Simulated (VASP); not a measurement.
# HfN (P-6m2) in VASP: further runs

Runs on HfN. Level: r2SCAN. Tasks: single point.

All numbers are computed with VASP 6.6.1; they aren't measurements. Logs are shortened: lines on timing, memory, paths and dates and some standing lists are left out, and cuts for length are marked.

## Step 1: The cell of the first run

It takes space group P-6m2 (No. 187, hexagonal). The conventional cell has a = 3.040 Å, b = 3.040 Å, c = 2.858 Å, α = 90.00°, β = 90.00°, γ = 120.00°. Within 3.1 Å of Hf (site symmetry -6m2) lie 6 N at 2.26 Å and 8 Hf at 2.86 to 3.04 Å. Within 3.1 Å of N (site symmetry -6m2) lie 6 Hf at 2.26 Å and 8 N at 2.86 to 3.04 Å.

## Step 2: Single point, r2SCAN (11.44 Å³/atom)

File POSCAR:

```
HfN
1.0
    3.0403728103      0.0000000000      0.0000000000
   -1.5201864052      2.6330400907      0.0000000000
    0.0000000000      0.0000000000      2.8581019833
Hf N
1 1
Direct
    0.0000000000      0.0000000000      0.0000000000
    0.6666666667      0.3333333333      0.5000000000
```

File INCAR.step1:

```
  PREC = Accurate
  ENCUT = 520
  ISMEAR = 0
  SIGMA = 0.05
  LREAL = F
  LASPH = T
  NELM = 80
  NBANDS = 14
  GGA = PE
  ALGO = Normal
  EDIFF = 1E-4
  LWAVE = T
  LCHARG = F
```

File INCAR.step2:

```
  PREC = Accurate
  ENCUT = 520
  EDIFF = 1E-6
  ISMEAR = 0
  SIGMA = 0.05
  LREAL = F
  LASPH = T
  NELM = 80
  ALGO = Normal
  ISIF = 2
  LWAVE = F
  LCHARG = F
  METAGGA = R2SCAN
  LMIXTAU = T
  NBANDS = 14
  ISTART = 1
```

File KPOINTS:

```
regular mesh
0
Gamma
  12 12 12
```

Potentials or basis: VASP PAW PBE potentials, release 64 (Hf_pv, N).

Started as:

```console
$ cat potpaw_PBE.64/Hf_pv/POTCAR potpaw_PBE.64/N/POTCAR > POTCAR
$ cp INCAR.step1 INCAR
$ mpirun -np 1 vasp_std > vasp.out
$ cp INCAR.step2 INCAR
$ mpirun -np 1 vasp_std > vasp.out
```

OUTCAR:

```text
PREC = Accurate
   ENCUT = 520
   EDIFF = 1E-6
   ISMEAR = 0
   LREAL = F
   LASPH = T
   NELM = 80
   ISIF = 2
   METAGGA = R2SCAN
   ISTART = 1

 ion  position               nearest neighbor table
   1  0.000  0.000  0.000-   2 2.26   2 2.26   2 2.26   2 2.26   2 2.26   2 2.26
   2  0.667  0.333  0.500-   1 2.26   1 2.26   1 2.26   1 2.26   1 2.26   1 2.26

  LATTYP: Found a hexagonal cell.
 ALAT       =     3.0403728103
 C/A-ratio  =     0.9400498431

  Lattice vectors:

 A1 = (   3.0403728103,   0.0000000000,   0.0000000000)
 A2 = (  -1.5201864052,   2.6330400907,   0.0000000000)
 A3 = (   0.0000000000,   0.0000000000,   2.8581019833)

Analysis of symmetry for initial positions (statically):
=====================================================================
 Subroutine PRICEL returns:
 Original cell was already a primitive cell.

 Routine SETGRP: Setting up the symmetry group for a
 hexagonal supercell.

 Subroutine GETGRP returns: Found 12 space group operations
 (whereof 12 operations were pure point group operations)
 out of a pool of 24 trial point group operations.

The static configuration has the point symmetry D_3h.

Analysis of symmetry for dynamics (positions and initial velocities):
=====================================================================
 Subroutine PRICEL returns:
 Original cell was already a primitive cell.

 Routine SETGRP: Setting up the symmetry group for a
 hexagonal supercell.

 Subroutine GETGRP returns: Found 12 space group operations
 (whereof 12 operations were pure point group operations)
 out of a pool of 24 trial point group operations.

The dynamic configuration has the point symmetry D_3h.

 Subroutine INISYM returns: Found 12 space group operations
 (whereof 12 operations are pure point group operations),
 and found     1 'primitive' translations

----------------------------------------------------------------------------------------

                                     Primitive cell

  volume of cell :      22.8803

  direct lattice vectors                    reciprocal lattice vectors
     3.040372810  0.000000000  0.000000000     0.328907033  0.189894564  0.000000000
    -1.520186405  2.633040091  0.000000000     0.000000000  0.379789128  0.000000000
     0.000000000  0.000000000  2.858101983     0.000000000  0.000000000  0.349882546

  length of vectors
[... 85 lines left out ...]
   NSW    =      0    number of steps for IOM
   IBRION =     -1    ionic relax: 0-MD 1-quasi-New 2-CG
   NFREE  =      0    steps in history (QN), initial steepest desc. (CG)
   ISIF   =      2    stress and relaxation
   ISYM   =      2    0-nonsym 1-usesym 2-fastsym
   POTIM  = 0.5000    time-step for ionic-motion
   TEBEG  =    0.0;   TEEND  =   0.0 temperature during run
   PSTRESS=    0.0 pullay stress
   NELECT =      15.0000    total number of electrons
   NUPDOWN=      -1.0000    fix difference up-down
   EMIN   =  10.00;   EMAX   =-10.00  energy-range for DOS
   EFERMI =   0.00;   METHOD = LEGACY
   ISMEAR =     0;   SIGMA  =   0.05  broadening in eV -4-tet -1-fermi 0-gaus
   EFERMI_NEDOS =   21; number of points for ismear=-14 and -15
   IALGO  =     38    algorithm
   IMIX   =      4    mixing-type and parameters
     AMIX     =   0.40;   BMIX     =  1.00
     AMIX_MAG =   1.60;   BMIX_MAG =  1.00
  volume/ion in A,a.u.               =      11.44        77.20
  Fermi-wavevector in a.u.,A,eV,Ry     =   1.422169  2.687510 27.518667  2.022565
  Thomas-Fermi vector in A             =   2.542901
   LORBIT       =      0    0 simple, 1 ext, 2 COOP (PROOUT), +10 PAW based schemes
   METAGGA = R2SCAN    functional components
   LHFCALC =     F    Hartree Fock is set to
   AEXX    =    0.0000 exact exchange contribution
   IVDW    =     0    specifies the selected vdW correction
   LEPSILON=     F    determine dielectric tensor
   LRPA    =     F    only Hartree local field effects (RPA)
 non-spin polarized calculation
 Gauss-broadening in eV      SIGMA  =   0.05
  energy-cutoff  :      520.00
  volume of cell :       22.88
 maximum number of plane-waves:       634
 NGX is ok and might be reduce to    24
   NGX = 11   NGY = 11   NGZ = 11

 number of electron      14.9999999 magnetization

 Free energy of the ion-electron system (eV)
  ---------------------------------------------------
  ext. energy  EPLUGINS =         0.00000000
  ---------------------------------------------------
  free energy    TOTEN  =       -57.39960356 eV

  energy without entropy =      -57.39699196  energy(sigma->0) =      -57.39829776

 E-fermi :   7.3370     XC(G=0): -13.5609

 val. band max:        7.3312743361   @ k =   0.1667   0.1667   0.2500
 cond. band min:       7.3508959977   @ k =   0.3333   0.0833   0.2500
 fundamental gap:      0.0196216616
 Fermi energy:         7.3369658173

 k-point     1 :       0.0000    0.0000    0.0000
  band No.  band energies     occupation
      1     -23.9620      2.00000
      2     -23.9620      2.00000
      3     -23.7510      2.00000
      4     -10.1131      2.00000
      5       3.4862      2.00000
      6       3.4862      2.00000
      7       4.8951      2.00000
      8       5.4934      2.00000
      9      10.1399      0.00000
     10      12.7478      0.00000
     11      12.7478      0.00000
     12      13.8771      0.00000
     13      13.8771      0.00000
     14      19.5919      0.00000
[... 377 lines left out ...]
      1     -24.8077      2.00000
      2     -24.1356      2.00000
      3     -23.7268      2.00000
      4      -8.5225      2.00000
      5       0.7742      2.00000
      6       3.7343      2.00000
      7       4.4155      2.00000
      8       6.1335      2.00000
      9      11.5710      0.00000
     10      12.5802      0.00000
     11      13.8461      0.00000
     12      14.2950      0.00000
     13      15.6351      0.00000
     14      19.5920      0.00000

 [... further k-points ...]
[... 5 lines left out ...]
  --------------------------------------------------------------------------------------
  -------------------------------------------------------------------------------------
  Total        1.2764746      1.2764746      1.2176354     -0.0000000     -0.0000000      0.0000000
  in kB       89.3841968     89.3841968     85.2640196     -0.0000000     -0.0000000      0.0000000
  external PRESSURE =      88.0108044 kB  Pullay stress =       0.0000000 kB

 VOLUME and BASIS-vectors are now :
 -----------------------------------------------------------------------------
  energy-cutoff  :      520.00
  volume of cell :       22.88
      direct lattice vectors                 reciprocal lattice vectors
     3.040372810  0.000000000  0.000000000     0.328907033  0.189894564  0.000000000
    -1.520186405  2.633040091  0.000000000     0.000000000  0.379789128  0.000000000
     0.000000000  0.000000000  2.858101983     0.000000000  0.000000000  0.349882546

 POSITION                                       TOTAL-FORCE (eV/Angst)
 -----------------------------------------------------------------------------------
      0.00000      0.00000      0.00000        -0.000000      0.000000      0.000000
      1.52019      0.87768      1.42905         0.000000      0.000000      0.000000
 -----------------------------------------------------------------------------------
    total drift:                                0.000000     -0.000000      0.000000

  FREE ENERGIE OF THE ION-ELECTRON SYSTEM (eV)
  ---------------------------------------------------
  free  energy   TOTEN  =       -57.3996035561 eV

  energy  without entropy=      -57.3969919603  energy(sigma->0) =      -57.39829776
```

Wall time 3.3 min (1 thread of Intel Xeon 8259CL, shared host); peak memory 0.18 GiB.

Results:

```
Free energy            : -57.3996 eV
Pressure               : 8.8 GPa
Band gap on the k mesh : zero (an odd number of electrons rules out a gap without spin polarisation)
```

Stress tensor (GPa, compression positive):
```
8.94 0.00 0.00
0.00 8.94 0.00
0.00 0.00 8.53
```

Caveat: the cell stands under pressure; the PAW data sets were made with another functional, which shifts forces and pressure a little; spin-orbit coupling is left out, which moves the levels of the heavy elements.

## Step 3: Single point, r2SCAN (11.68 Å³/atom)

This run uses another cell than the first one, of 11.68 Å³/atom.

File POSCAR:

```
HfN
1.0
    3.0630738973      0.0000000000      0.0000000000
   -1.5315369487      2.6526998087      0.0000000000
    0.0000000000      0.0000000000      2.8745594525
Hf N
1 1
Direct
    0.0000000000      0.0000000000      0.0000000000
    0.6666666667      0.3333333333      0.5000000000
```

File INCAR.step1:

```
PREC = Accurate
ENCUT = 520
ISMEAR = 0
SIGMA = 0.05
LREAL = F
LASPH = T
NELM = 100
NBANDS = 14
GGA = PE
ALGO = Normal
EDIFF = 1E-4
LWAVE = T
LCHARG = F
```

File INCAR.step2:

```
PREC = Accurate
ENCUT = 520
EDIFF = 1E-6
ISMEAR = 0
SIGMA = 0.05
LREAL = F
LASPH = T
NELM = 100
ALGO = Normal
ISIF = 2
LWAVE = F
LCHARG = F
METAGGA = R2SCAN
LMIXTAU = T
NBANDS = 14
ISTART = 1
```

File KPOINTS:

```
Automatic mesh
0
Gamma
  12 12 12
```

Potentials or basis: VASP PAW PBE potentials, release 64 (Hf_pv, N).

Started as:

```console
$ cat potpaw_PBE.64/Hf_pv/POTCAR potpaw_PBE.64/N/POTCAR > POTCAR
$ cp INCAR.step1 INCAR
$ mpirun -np 1 vasp_std > vasp.out
$ cp INCAR.step2 INCAR
$ mpirun -np 1 vasp_std > vasp.out
```

OUTCAR:

```text
PREC = Accurate
   ENCUT = 520
   EDIFF = 1E-6
   ISMEAR = 0
   LREAL = F
   LASPH = T
   NELM = 100
   ISIF = 2
   METAGGA = R2SCAN
   ISTART = 1

 ion  position               nearest neighbor table
   1  0.000  0.000  0.000-   2 2.28   2 2.28   2 2.28   2 2.28   2 2.28   2 2.28
   2  0.667  0.333  0.500-   1 2.28   1 2.28   1 2.28   1 2.28   1 2.28   1 2.28

  LATTYP: Found a hexagonal cell.
 ALAT       =     3.0630738973
 C/A-ratio  =     0.9384557960

  Lattice vectors:

 A1 = (   3.0630738973,   0.0000000000,   0.0000000000)
[... 585 lines left out ...]
      8       5.9799      2.00000
      9      11.3032      0.00000
     10      12.2946      0.00000
     11      13.4892      0.00000
     12      13.9591      0.00000
     13      15.2350      0.00000
     14      19.3064      0.00000

 [... further k-points ...]
[... 5 lines left out ...]
  --------------------------------------------------------------------------------------
  -------------------------------------------------------------------------------------
  Total        0.4596301      0.4596301      0.4039330     -0.0000000     -0.0000000     -0.0000000
  in kB       31.5284160     31.5284160     27.7078651     -0.0000000     -0.0000000     -0.0000000
  external PRESSURE =      30.2548990 kB  Pullay stress =       0.0000000 kB

 VOLUME and BASIS-vectors are now :
 -----------------------------------------------------------------------------
  energy-cutoff  :      520.00
  volume of cell :       23.36
      direct lattice vectors                 reciprocal lattice vectors
     3.063073897  0.000000000  0.000000000     0.326469433  0.188487215  0.000000000
    -1.531536949  2.652699809  0.000000000     0.000000000  0.376974431  0.000000000
     0.000000000  0.000000000  2.874559452     0.000000000  0.000000000  0.347879394

 POSITION                                       TOTAL-FORCE (eV/Angst)
 -----------------------------------------------------------------------------------
      0.00000      0.00000      0.00000        -0.000000      0.000000      0.000000
      1.53154      0.88423      1.43728         0.000000     -0.000000      0.000000
 -----------------------------------------------------------------------------------
    total drift:                               -0.000000      0.000000      0.000000

  FREE ENERGIE OF THE ION-ELECTRON SYSTEM (eV)
  ---------------------------------------------------
  free  energy   TOTEN  =       -57.4176094992 eV

  energy  without entropy=      -57.4148365732  energy(sigma->0) =      -57.41622304
```

Wall time 3.1 min (1 thread of Intel Xeon 8259CL, shared host); peak memory 0.18 GiB.

Results:

```
Free energy            : -57.4176 eV
Pressure               : 3.0 GPa
Band gap on the k mesh : zero (an odd number of electrons rules out a gap without spin polarisation)
```

Levels at points of the mesh, in eV from the Fermi level:
| k point | band 4 | band 5 | band 6 | band 7 | band 8 | band 9 | band 10 | band 11 |
| --- | --- | --- | --- | --- | --- | --- | --- | --- |
| (0.00, 0.00, 0.00) | -17.33 | -3.79 | -3.79 | -2.37 | -1.83 | 2.63 | 5.30 | 5.30 |
| (0.50, 0.00, 0.00) | -15.34 | -7.09 | -3.65 | -2.51 | -1.81 | 5.22 | 5.43 | 6.89 |
| (0.00, 0.00, 0.50) | -14.76 | -8.16 | -2.96 | -2.96 | 1.70 | 1.70 | 4.10 | 4.78 |
| (0.50, 0.00, 0.50) | -15.56 | -6.19 | -5.04 | -4.71 | 0.83 | 5.60 | 7.05 | 8.43 |

Caveat: the cell stands under pressure; the PAW data sets were made with another functional, which shifts forces and pressure a little; spin-orbit coupling is left out, which moves the levels of the heavy elements.
